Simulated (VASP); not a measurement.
## Si3Ge: single point with PBE

Crystal: Si3Ge.

```
Si Ge
1.0
     5.07429    0.00000    0.00000
     0.00000    5.07429    0.00000
     0.00000    0.00000    2.55308
Si Ge
3 1
Direct
  0.00000 0.50000 0.00000
  0.50000 0.00000 0.00000
  0.00000 0.00000 0.50000
  0.50000 0.50000 0.00000
```

```json
{
 "Program": "VASP 6.6.1",
 "Task": "single point",
 "Functional": "PBE",
 "Potentials or basis": "VASP PAW PBE potentials, release 64 (Si, Ge_d)",
 "Cutoff": "520 eV",
 "k mesh": "4 × 4 × 6",
 "Occupations": "gaussian, width 0.1 eV",
 "Spin": "no spin polarisation",
 "Dipole correction": "no",
 "Further INCAR settings": "ALGO = Normal; EDIFF = 1e-06; NBANDS = 21"
}
```

- Pressure: -0.1 GPa
- Band gap on the k mesh: zero (band 13 reaches 8.83 eV, above the bottom of band 14 at 6.57 eV)

Levels at points of the mesh, in eV from the Fermi level:
```
           k point  band 9  band 10  band 11  band 12  band 13  band 14  band 15  band 16  band 17  band 18
(0.00, 0.00, 0.00)   -6.54    -6.54    -3.85    -2.89    -2.89     1.81     7.25     7.36     7.36     8.34
(0.50, 0.00, 0.00)   -7.39    -5.36    -5.18    -0.81    -0.66     3.21     3.28     6.52     7.22     8.22
(0.50, 0.50, 0.00)  -10.50    -0.22    -0.22    -0.20     0.08     1.32     1.32     1.40     1.45     9.34
(0.00, 0.00, 0.50)   -3.35    -3.29    -2.90    -2.32    -2.32    -0.14    -0.14     0.99     1.58     1.58
(0.50, 0.00, 0.50)   -5.70    -2.51    -2.18    -2.02    -1.69    -1.65    -0.05     0.27     3.05     3.44
(0.50, 0.50, 0.50)   -5.28    -4.84    -4.67    -4.67    -4.10     3.45     4.07     4.40     4.40     4.80
```

It took 34 s on 1 thread of Intel(R) Xeon(R) Platinum 8259CL CPU @ 2.50GHz (Skylake/Cascade Lake), with other jobs on the host, peak memory 0.19 GiB.

Caveat: the k points lie up to 0.41 Å⁻¹ apart.
